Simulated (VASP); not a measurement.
# Rb (Im-3m) in VASP: a series of runs

Runs on Rb. Level: PBE. Tasks: single point, relaxation of cell and atoms.

All numbers are computed with VASP 6.6.1; they aren't measurements. Logs are shortened: lines on timing, memory, paths and dates and some standing lists are left out, and cuts for length are marked.

## Step 1: The cell of the first run

Symmetry: Im-3m, No. 229, cubic system. The conventional cell has a = 5.670 Å, b = 5.670 Å, c = 5.670 Å, α = 90.00°, β = 90.00°, γ = 90.00°.

## Step 2: Single point, PBE

Input file INCAR:

```
SYSTEM = Rb
PREC = Accurate
ENCUT = 520
EDIFF = 1E-6
ISMEAR = 0
SIGMA = 0.1
LREAL = .FALSE.
LASPH = .TRUE.
NELM = 60
ALGO = Normal
ISIF = 2
LWAVE = .FALSE.
LCHARG = .FALSE.
GGA = PE
NBANDS = 10
```

Input file KPOINTS:

```
regular mesh
0
G
  10 10 10
  0 0 0
```

Input file POSCAR:

```
Rb
1.0
   -2.8350112228      2.8350112228      2.8350112228
    2.8350112228     -2.8350112228      2.8350112228
    2.8350112228      2.8350112228     -2.8350112228
Rb
1
Direct
    0.0000000000      0.0000000000      0.0000000000
```

Potentials or basis: VASP PAW PBE potentials, release 64 (Rb_sv).

Launch:

```bash
$ cat potpaw_PBE.64/Rb_sv/POTCAR > POTCAR
$ mpirun -np 1 vasp_std > vasp.out
```

OUTCAR:

```text
SYSTEM = Rb
   PREC = Accurate
   ENCUT = 520
   EDIFF = 1E-6
   ISMEAR = 0
   LREAL = .FALSE.
   LASPH = .TRUE.
   NELM = 60
   ISIF = 2
   GGA = PE

 ion  position               nearest neighbor table
   1  0.000  0.000  0.000-

  LATTYP: Found a body centered cubic cell.
 ALAT       =     5.6700224456

  Lattice vectors:

 A1 = (  -2.8350112228,   2.8350112228,   2.8350112228)
 A2 = (   2.8350112228,  -2.8350112228,   2.8350112228)
 A3 = (   2.8350112228,   2.8350112228,  -2.8350112228)

Analysis of symmetry for initial positions (statically):
=====================================================================
 Subroutine PRICEL returns:
 Original cell was already a primitive cell.

 Routine SETGRP: Setting up the symmetry group for a
 body centered cubic supercell.

 Subroutine GETGRP returns: Found 48 space group operations
 (whereof 48 operations were pure point group operations)
 out of a pool of 48 trial point group operations.

The static configuration has the point symmetry O_h .

Analysis of symmetry for dynamics (positions and initial velocities):
=====================================================================
 Subroutine PRICEL returns:
 Original cell was already a primitive cell.

 Routine SETGRP: Setting up the symmetry group for a
 body centered cubic supercell.

 Subroutine GETGRP returns: Found 48 space group operations
 (whereof 48 operations were pure point group operations)
 out of a pool of 48 trial point group operations.

The dynamic configuration has the point symmetry O_h .

 Subroutine INISYM returns: Found 48 space group operations
 (whereof 48 operations are pure point group operations),
 and found     1 'primitive' translations

----------------------------------------------------------------------------------------

                                     Primitive cell

  volume of cell :      91.1432

  direct lattice vectors                    reciprocal lattice vectors
    -2.835011223  2.835011223  2.835011223     0.000000000  0.176366145  0.176366145
     2.835011223 -2.835011223  2.835011223     0.176366145  0.000000000  0.176366145
     2.835011223  2.835011223 -2.835011223     0.176366145  0.176366145  0.000000000

  length of vectors
     4.910383478  4.910383478  4.910383478     0.249419394  0.249419394  0.249419394

  position of ions in fractional coordinates (direct lattice)
     0.000000000  0.000000000  0.000000000

  ion indices of the primitive-cell ions
   primitive index   ion index
                 1           1

----------------------------------------------------------------------------------------

 KPOINTS: regular mesh

Automatic generation of k-mesh.
 Grid dimensions read from file:
 generate k-points for:   10   10   10

 Generating k-lattice:

  Cartesian coordinates                     Fractional coordinates (reciprocal lattice)
     0.000000000  0.017636614  0.017636614     0.100000000  0.000000000  0.000000000
     0.017636614  0.000000000  0.017636614     0.000000000  0.100000000  0.000000000
     0.017636614  0.017636614  0.000000000     0.000000000  0.000000000  0.100000000

  Length of vectors
     0.024941939  0.024941939  0.024941939

  Shift w.r.t. Gamma in fractional coordinates (k-lattice)
     0.000000000  0.000000000  0.000000000

 Subroutine IBZKPT returns following result:
 ===========================================

 Found     47 irreducible k-points:

 Following reciprocal coordinates:
            Coordinates               Weight
  0.000000  0.000000  0.000000      1.000000
  0.100000  0.000000  0.000000     12.000000
  0.200000  0.000000  0.000000     12.000000
  0.300000  0.000000  0.000000     12.000000
  0.400000  0.000000  0.000000     12.000000
  0.500000  0.000000  0.000000      6.000000
[... 16 lines left out ...]
  0.300000  0.300000  0.100000      8.000000
 -0.300000  0.300000  0.100000     24.000000
 [... further k-points ...]
   k-points           NKPTS =     47   k-points in BZ     NKDIM =     47   number of bands    NBANDS=     10
   number of dos      NEDOS =    301   number of ions     NIONS =      1
   total plane-waves  NPLWV =  64000
   dimension x,y,z NGX =    40 NGY =   40 NGZ =   40
   dimension x,y,z NGXF=    80 NGYF=   80 NGZF=   80
   ions per type =               1
   NGX,Y,Z   is equivalent  to a cutoff of  13.54, 13.54, 13.54 a.u.
   NGXF,Y,Z  is equivalent  to a cutoff of  27.08, 27.08, 27.08 a.u.
 SYSTEM =  Rb
   PREC   = accura    normal or accurate (medium, high low for compatibility)
   ISTART =      0    job   : 0-new  1-cont  2-samecut
   ICHARG =      2    charge: 1-file 2-atom 10-const
   ISPIN  =      1    spin polarized calculation?
   LNONCOLLINEAR =      F non collinear calculations
   LSORBIT =      F    spin-orbit coupling
   LASPH  =      T    aspherical Exc in radial PAW
   ENCUT  =  520.0 eV  38.22 Ry    6.18 a.u.   9.13  9.13  9.13*2*pi/ulx,y,z
   NELM   =     60;   NELMIN=  2; NELMDL= -5     # of ELM steps
   EDIFF  = 0.1E-05   stopping-criterion for ELM
   LREAL  =      F    real-space projection
   EDIFFG = 0.1E-04   stopping-criterion for IOM
   NSW    =      0    number of steps for IOM
   IBRION =     -1    ionic relax: 0-MD 1-quasi-New 2-CG
   NFREE  =      0    steps in history (QN), initial steepest desc. (CG)
   ISIF   =      2    stress and relaxation
   ISYM   =      2    0-nonsym 1-usesym 2-fastsym
   POTIM  = 0.5000    time-step for ionic-motion
   TEBEG  =    0.0;   TEEND  =   0.0 temperature during run
   PSTRESS=    0.0 pullay stress
   NELECT =       9.0000    total number of electrons
   NUPDOWN=      -1.0000    fix difference up-down
   EMIN   =  10.00;   EMAX   =-10.00  energy-range for DOS
   EFERMI =   0.00;   METHOD = LEGACY
   ISMEAR =     0;   SIGMA  =   0.10  broadening in eV -4-tet -1-fermi 0-gaus
   EFERMI_NEDOS =   21; number of points for ismear=-14 and -15
   IALGO  =     38    algorithm
   IMIX   =      4    mixing-type and parameters
     AMIX     =   0.40;   BMIX     =  1.00
     AMIX_MAG =   1.60;   BMIX_MAG =  1.00
  volume/ion in A,a.u.               =      91.14       615.06
  Fermi-wavevector in a.u.,A,eV,Ry     =   0.756683  1.429924  7.790285  0.572570
  Thomas-Fermi vector in A             =   1.854859
   LORBIT       =      0    0 simple, 1 ext, 2 COOP (PROOUT), +10 PAW based schemes
   GGA     = PE    functional components
   LHFCALC =     F    Hartree Fock is set to
   AEXX    =    0.0000 exact exchange contribution
   IVDW    =     0    specifies the selected vdW correction
   LEPSILON=     F    determine dielectric tensor
   LRPA    =     F    only Hartree local field effects (RPA)
 non-spin polarized calculation
 Gauss-broadening in eV      SIGMA  =   0.10
  energy-cutoff  :      520.00
  volume of cell :       91.14
 maximum number of plane-waves:      2491
 NGX is ok and might be reduce to    40
   NGX = 19   NGY = 19   NGZ = 19

 number of electron       9.0000000 magnetization

 Free energy of the ion-electron system (eV)
  ---------------------------------------------------
  ext. energy  EPLUGINS =         0.00000000
  ---------------------------------------------------
  free energy    TOTEN  =        -0.93588580 eV

  energy without entropy =       -0.92967793  energy(sigma->0) =       -0.93278187

 E-fermi :   0.0110     XC(G=0):  -5.4628

 val. band max:        0.0081466871   @ k =  -0.3000   0.4000   0.2000
 cond. band min:       0.0905422786   @ k =  -0.4000   0.4000   0.2000
 fundamental gap:      0.0823955915
 Fermi energy:         0.0110443634

 k-point     1 :       0.0000    0.0000    0.0000
  band No.  band energies     occupation
      1     -28.8955      2.00000
      2     -12.9379      2.00000
      3     -12.9379      2.00000
      4     -12.9379      2.00000
      5      -1.9617      2.00000
      6       3.6857      0.00000
      7       3.6857      0.00000
      8       3.6857      0.00000
      9       4.6177      0.00000
     10       4.6177      0.00000

 k-point     2 :       0.1000    0.0000    0.0000
  band No.  band energies     occupation
      1     -28.8951      2.00000
      2     -12.9472      2.00000
      3     -12.9410      2.00000
      4     -12.9379      2.00000
      5      -1.8439      2.00000
      6       3.4937      0.00000
      7       3.5236      0.00000
      8       3.7941      0.00000
      9       4.4007      0.00000
     10       4.5738      0.00000

 k-point     3 :       0.2000    0.0000    0.0000
  band No.  band energies     occupation
      1     -28.8941      2.00000
      2     -12.9713      2.00000
      3     -12.9489      2.00000
      4     -12.9379      2.00000
      5      -1.5011      2.00000
      6       2.8523      0.00000
      7       3.1892      0.00000
      8       4.1142      0.00000
      9       4.3830      0.00000
     10       4.5246      0.00000

 k-point     4 :       0.3000    0.0000    0.0000
  band No.  band energies     occupation
      1     -28.8928      2.00000
      2     -13.0006      2.00000
      3     -12.9588      2.00000
      4     -12.9379      2.00000
      5      -0.9654      2.00000
      6       2.0906      0.00000
      7       2.8746      0.00000
      8       4.4757      0.00000
      9       4.5829      0.00000
     10       4.6302      0.00000
[... 222 lines left out ...]
 k-point    22 :      -0.2000    0.2000    0.1000
  band No.  band energies     occupation
      1     -28.8937      2.00000
      2     -12.9712      2.00000
      3     -12.9521      2.00000
      4     -12.9454      2.00000
      5      -1.3887      2.00000
      6       2.8840      0.00000
      7       3.1932      0.00000
      8       3.7010      0.00000
      9       4.1163      0.00000
     10       5.0116      0.00000

 k-point    23 :       0.3000    0.3000    0.1000
  band No.  band energies     occupation
      1     -28.8911      2.00000
      2     -12.9974      2.00000
      3     -12.9974      2.00000
      4     -12.9575      2.00000
      5       1.1467      0.00000
      6       1.1467      0.00000
      7       1.2954      0.00000
      8       3.2758      0.00000
      9       5.1611      0.00000
     10       5.1611      0.00000

 k-point    24 :      -0.3000    0.3000    0.1000
  band No.  band energies     occupation
      1     -28.8924      2.00000
      2     -12.9993      2.00000
      3     -12.9621      2.00000
      4     -12.9450      2.00000
      5      -0.8589      2.00000
      6       2.1245      0.00000
      7       2.9130      0.00000
      8       3.7633      0.00000
      9       4.6214      0.00000
     10       5.0413      0.00000

 [... further k-points ...]

------------------------ aborting loop because EDIFF is reached ----------------------------------------

  FORCE on cell =-STRESS in cart. coord.  units (eV):
  Direction    XX          YY          ZZ          XY          YZ          ZX
  --------------------------------------------------------------------------------------
  -------------------------------------------------------------------------------------
  Total        0.0030448      0.0030448      0.0030448      0.0000000      0.0000000     -0.0000000
  in kB        0.0535239      0.0535239      0.0535239      0.0000000      0.0000000     -0.0000000
  external PRESSURE =       0.0535239 kB  Pullay stress =       0.0000000 kB

 VOLUME and BASIS-vectors are now :
 -----------------------------------------------------------------------------
  energy-cutoff  :      520.00
  volume of cell :       91.14
      direct lattice vectors                 reciprocal lattice vectors
    -2.835011223  2.835011223  2.835011223     0.000000000  0.176366145  0.176366145
     2.835011223 -2.835011223  2.835011223     0.176366145  0.000000000  0.176366145
     2.835011223  2.835011223 -2.835011223     0.176366145  0.176366145  0.000000000

 POSITION                                       TOTAL-FORCE (eV/Angst)
 -----------------------------------------------------------------------------------
      0.00000      0.00000      0.00000         0.000000      0.000000     -0.000000
 -----------------------------------------------------------------------------------
    total drift:                                0.000000      0.000000     -0.000000

  FREE ENERGIE OF THE ION-ELECTRON SYSTEM (eV)
  ---------------------------------------------------
  free  energy   TOTEN  =        -0.9358858031 eV

  energy  without entropy=       -0.9296779275  energy(sigma->0) =       -0.93278187
```

It took 66 s on 1 thread of Intel Xeon 8259CL, shared host; peak memory 0.24 GiB.

What came out:

| Property | Result |
| --- | --- |
| Free energy | -0.9359 eV |
| Pressure | 0.0 GPa |
| Band gap on the k mesh | zero (an odd number of electrons rules out a gap without spin polarisation) |

## Step 3: Single point, PBE

This run uses another cell than the first one, of 91.68 Å³/atom.

Input file INCAR:

```
PREC = Accurate
ENCUT = 520
EDIFF = 1E-6
ISMEAR = -1
SIGMA = 0.15
LREAL = F
LASPH = T
NELM = 60
ALGO = Normal
ISIF = 2
LWAVE = F
LCHARG = T
GGA = PE
LELF = T
LVHAR = T
NBANDS = 10
```

Input file KPOINTS:

```
regular mesh
0
Gamma
  12 12 12
```

Input file POSCAR:

```
Rb
1.0
   -2.8405554444      2.8405554444      2.8405554444
    2.8405554444     -2.8405554444      2.8405554444
    2.8405554444      2.8405554444     -2.8405554444
Rb
1
Direct
    0.0000000000      0.0000000000      0.0000000000
```

Potentials or basis: VASP PAW PBE potentials, release 64 (Rb_sv).

Launch:

```bash
$ cat potpaw_PBE.64/Rb_sv/POTCAR > POTCAR
$ mpirun -np 1 vasp_std > vasp.out
```

Wall time 95 s (1 thread of Intel Xeon 8259CL, shared host); peak memory 0.26 GiB.

It converged, with:

```yaml
Free_energy: -0.9698 eV
Pressure: 0.0 GPa
Band_gap_on_the_k_mesh: zero (an odd number of electrons rules out a gap without spin polarisation)
```

Levels at points of the mesh, in eV from the Fermi level:
```
           k point  band 1  band 2  band 3  band 4  band 5  band 6  band 7  band 8
(0.00, 0.00, 0.00)  -28.89  -12.94  -12.94  -12.94   -1.95    3.69    3.69    3.69
(0.50, 0.00, 0.00)  -28.89  -13.03  -12.97  -12.93    0.25    0.79    2.60    4.25
(0.50, 0.50, 0.50)  -28.88  -13.00  -13.00  -13.00    1.28    1.28    3.25    3.25
```

(Continued in part 2 of 2.)
